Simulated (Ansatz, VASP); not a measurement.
**Two plane-wave programs on Si6C7**

```
C Si
1.0
     3.09694    0.00000    0.00000
     0.00000    3.09694    0.00000
     0.00000    0.00000   28.13918
C Si
7 6
Direct
  0.00000 0.50000 0.27241
  0.50000 0.00000 0.34492
  0.00000 0.50000 0.42220
  0.50000 0.00000 0.50000
  0.00000 0.50000 0.57780
  0.50000 0.00000 0.65508
  0.00000 0.50000 0.72759
  0.50000 0.50000 0.30519
  0.00000 0.00000 0.38305
  0.50000 0.50000 0.46108
  0.00000 0.00000 0.53892
  0.50000 0.50000 0.61695
  0.00000 0.00000 0.69481
```

Alike in both runs: functional PBE; k mesh 9 × 9 × 1; occupations gaussian, width 0.05 eV; no spin polarisation.

Ansatz relaxed the structure, and its values are those at the end. VASP's run is a single point on that final structure, the one shown.

```csv
,VASP,Ansatz
version,VASP 6.6.1,Ansatz 0.2.0
potentials or method,"VASP PAW PBE potentials, release 64 (C, Si), cutoff 520 eV","scalar-relativistic, plane waves, PAW"
valence electrons in the cell,52,52
```

```csv
,VASP,Ansatz,Ansatz less VASP
gap on the k mesh at the Fermi level (eV),none,none,-
"work function, face that differs most (eV)",7.03,7.03,+0.002
```

A gap of «none» marks a metal or a gap that the smearing closes. Ansatz's warnings: xc potential rough in thin density.
